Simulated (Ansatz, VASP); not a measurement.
Two plane-wave programs on TiO

```xyz
2
Lattice="0.0000 2.2898 2.2898 2.2898 0.0000 2.2898 2.2898 2.2898 0.0000" Properties=species:S:1:pos:R:3 pbc="T T T"
Ti    0.0000    0.0000    0.0000
O     1.1449    1.1449    1.1449
```

Alike in both runs: functional PBEsol; k mesh 16 × 16 × 16; occupations gaussian, width 0.1 eV; collinear spin.

Ansatz relaxed the structure, and its values are those at the end. VASP's run is a single point on that final structure, the one shown.

```csv
,VASP,Ansatz
version,VASP 6.6.1,Ansatz 0.2.0
potentials or method,"VASP PAW PBE potentials, release 64 (Ti_sv, O), cutoff 520 eV","scalar-relativistic, plane waves, PAW"
valence electrons in the cell,18,18
```

VASP gave:

- gap on the k mesh at the Fermi level (eV): none
- pressure (GPa): 0.6
- net moment per atom (μB): 0.01

Estimate Ansatz's values.

gap on the k mesh at the Fermi level (eV): none; pressure (GPa): 0.0; net moment per atom (μB): 0.00.

VASP's potentials were made for PBE, not for PBEsol. A gap of «none» marks a metal or a gap that the smearing closes. Ansatz's warnings: seeded moment not kept.
